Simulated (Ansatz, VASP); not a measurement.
# Te5Pd in VASP and in Ansatz

Contents of INCAR:

```
  ALGO = Normal
  EDIFF = 1E-6
  ENCUT = 520
  GGA = PE
  ISIF = 2
  ISMEAR = 0
  LASPH = True
  LCHARG = False
  LREAL = False
  LWAVE = False
  NBANDS = 29
  NELM = 100
  PREC = Accurate
  SIGMA = 0.1
```

Contents of KPOINTS:

```
k-points
0
Gamma
  4 4 4
```

POSCAR

```
Te5Pd
1.0
    0.0000000000      4.5523315700      4.5523315700
    4.5523315700      0.0000000000      4.5523315700
    4.5523315700      4.5523315700      0.0000000000
Te Pd
5 1
Direct
    0.1250000000      0.6250000000      0.6250000000
    0.6250000000      0.6250000000      0.6250000000
    0.6250000000      0.1250000000      0.6250000000
    0.6250000000      0.6250000000      0.1250000000
    0.2500000000      0.2500000000      0.2500000000
    0.0000000000      0.0000000000      0.0000000000
```

Input for Ansatz:

```yaml
crystal:
  lattice:
    - [0.0, 4.55233157, 4.55233157]
    - [4.55233157, 0.0, 4.55233157]
    - [4.55233157, 4.55233157, 0.0]
  atoms:
    - { symbol: Te, position: [0.125, 0.625, 0.625] }
    - { symbol: Te, position: [0.625, 0.625, 0.625] }
    - { symbol: Te, position: [0.625, 0.125, 0.625] }
    - { symbol: Te, position: [0.625, 0.625, 0.125] }
    - { symbol: Te, position: [0.25, 0.25, 0.25] }
    - { symbol: Pd, position: [0.0, 0.0, 0.0] }
basis:
  ecutwfc: 420
kpoints:
  mp_grid: { grid: [4, 4, 4] }
hamiltonian:
  xc: pbe
scf:
  occupations: { method: gaussian, width: 0.1 }
  lower_state_search: "off"
output:
  forces: true
  stress: true
  eigenvalues: true
```

Change from the starting cell: species swapped into the Be5Au type (F-43m, No. 216).

Alike in both runs: task single point; functional PBE; k mesh 4 × 4 × 4; occupations gaussian, width 0.1 eV; no spin polarisation.

```csv
,VASP,Ansatz
version,VASP 6.6.1,Ansatz 0.2.0
potentials or method,"VASP PAW PBE potentials, release 64 (Te, Pd), cutoff 520 eV","scalar-relativistic, plane waves, PAW"
valence electrons in the cell,40,98
```

```tsv
	VASP	Ansatz	Ansatz less VASP
gap on the k mesh at the Fermi level (eV)	none	none	-
pressure (GPa)	-3.2	-3.1	+0.08
```

A gap of «none» marks a metal or a gap that the smearing closes. VASP's potentials hold 40 valence electrons a cell and Ansatz's 98, so a difference there can come from the potentials and not from the codes.

Neither program's run includes spin-orbit coupling.
